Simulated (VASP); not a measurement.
A run of VASP 6.6.1 is set up as follows.

INCAR

```
ALGO = Normal
EDIFF = 1E-6
ENCUT = 520
GGA = PE
ISIF = 2
ISMEAR = 0
ISPIN = 2
LASPH = True
LCHARG = False
LMAXMIX = 4
LORBIT = 11
LREAL = False
LWAVE = False
MAGMOM = 0 1
NBANDS = 24
NELM = 150
PREC = Accurate
SIGMA = 0.1
```

The input KPOINTS:

```
k-points
0
Gamma
  18 18 10
```

File POSCAR:

```
AgRh
1.0
    2.7689167485      0.0000000000      0.0000000000
   -1.3844583742      2.3979522451      0.0000000000
    0.0000000000      0.0000000000      4.7733970054
Ag Rh
1 1
Direct
    0.0000000000      0.0000000000      0.5000000000
    0.6666666667      0.3333333333      0.0000000000
```

Potentials or basis: VASP PAW PBE potentials, release 64 (Ag, Rh_pv).

Run with:

```bash
$ cat potpaw_PBE.64/Ag/POTCAR potpaw_PBE.64/Rh_pv/POTCAR > POTCAR
$ mpirun -np 1 vasp_std > vasp.out
```

Q: Estimate the net moment.

A: 0.48 μB per cell.

Q: Predict the site moments.

A: Ag +0.01; Rh +0.47 μB.

Q: Estimate the pressure.

A: -0.1 GPa.

Caveat: a moment this small can come from the mesh or the smearing.
